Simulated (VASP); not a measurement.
Input of a VASP 6.6.1 run:

File INCAR:

```
SYSTEM = TiO2
  AGGAC = 1.0
  AGGAX = 1.0
  ALDAC = 0.0
  ALDAX = 1.0
  ALGO = Normal
  EDIFF = 1E-6
  ENCUT = 520
  GGA = B5
  ISIF = 2
  ISMEAR = -1
  IVDW = 12
  LASPH = .TRUE.
  LCHARG = .FALSE.
  LREAL = .FALSE.
  LWAVE = .FALSE.
  NBANDS = 46
  NELM = 80
  PREC = Accurate
  SIGMA = 0.05
  VDW_A1 = 0.4298
  VDW_A2 = 4.2359
  VDW_S6 = 1.0
  VDW_S8 = 2.6996
```

KPOINTS

```
k-points
0
G
  9 6 4
  0 0 0
```

Contents of POSCAR:

```
TiO2
1.0
    2.9726276317     -0.0000599153      0.0001089497
    0.0001133648      4.6698805043      0.0929779921
    1.4860054422      0.3802838908      7.0783087517
Ti O
3 6
Direct
    0.0032383289      0.0003761003      0.0007029021
    0.3443786814      0.4589899305      0.3190856464
    0.6628930300      0.5417627367      0.6823209300
    0.4369770126      0.1733221513      0.1341480313
    0.7725561443      0.2862926398      0.4630410962
    0.0986614565      0.3248646923      0.8108745147
    0.9088377156      0.6758877581      0.1905324962
    0.2348908406      0.7144610813      0.5383679970
    0.5704177800      0.8274299196      0.8672593760
```

Potentials or basis: VASP PAW PBE potentials, release 64 (Ti_sv, O).

Run with:

```console
$ cat potpaw_PBE.64/Ti_sv/POTCAR potpaw_PBE.64/O/POTCAR > POTCAR
$ mpirun -np 1 vasp_std > vasp.out
```

(1) What does it give for the largest force?

(2) Estimate the dispersion energy per atom.

(3) What does it give for the pressure?

(4) Predict the band gap on the k mesh.

Answers

(1) 0.091 eV/Å.

(2) -0.511 eV.

(3) 1.1 GPa.

(4) 2.15 eV (least direct gap 2.20 eV).

Caveat: the PAW data sets were made with another functional, which shifts forces and pressure a little.
